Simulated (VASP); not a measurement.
Set up this calculation in VASP 6.6.1, as the native input.

| Property | Result |
| --- | --- |
| Task | relaxation of the atoms |
| Functional | PBEsol |
| Potentials or basis | VASP PAW PBE potentials, release 64 (Si) |
| Cutoff | 520 eV |
| k mesh | 9 × 9 × 1 |
| Occupations | fermi-dirac, width 0.02 eV |
| Spin | no spin polarisation |
| Dipole correction | yes |
| Further INCAR settings | ALGO = Normal; EDIFF = 1e-06; IBRION = 2; EDIFFG = -0.01; NSW = 32 |

The structure of Si lies in POSCAR:

```
Si
1.0
    3.8418213872      0.0000000000      0.0000000000
   -1.9209106936      3.3271149181      0.0000000000
    0.0000000000      0.0000000000     23.0579000000
Si
6
Direct
    0.0000000000      0.0000000000      0.3495562938
    0.3333333333      0.6666666667      0.3788983513
    0.3333333333      0.6666666667      0.4835215026
    0.6666666667      0.3333333333      0.5164784983
    0.6666666667      0.3333333333      0.6211016525
    0.0000000000      0.0000000000      0.6504436999
```

The input as run:

INCAR

```
PREC = Accurate
ENCUT = 520
EDIFF = 1E-6
ISMEAR = -1
SIGMA = 0.02
LREAL = False
LASPH = True
NELM = 100
ALGO = Normal
ISIF = 2
LWAVE = False
LCHARG = False
LDIPOL = True
IDIPOL = 3
DIPOL = 0.5 0.5 0.500
GGA = PS
IBRION = 2
NSW = 32
EDIFFG = -0.01
```

KPOINTS

```
Automatic mesh
0
Gamma
  9 9 1
```

Potentials or basis: VASP PAW PBE potentials, release 64 (Si).

Command:

```sh
$ cat potpaw_PBE.64/Si/POTCAR > POTCAR
$ mpirun -np 1 vasp_std > vasp.out
```

Results of the run:

```
Largest force after relaxing : 0.005 eV/Å
Band gap on the k mesh       : zero (bands 12 and 13 overlap by 0.03 eV)
```

Caveat: the relaxation stopped at its first step, so nothing moved; the PAW data sets were made with another functional, which shifts forces and pressure a little.

Wall time 110 s on 1 thread of Intel(R) Xeon(R) Platinum 8375C CPU @ 2.90GHz (Ice Lake), on a shared host, peak memory 0.4 GiB.
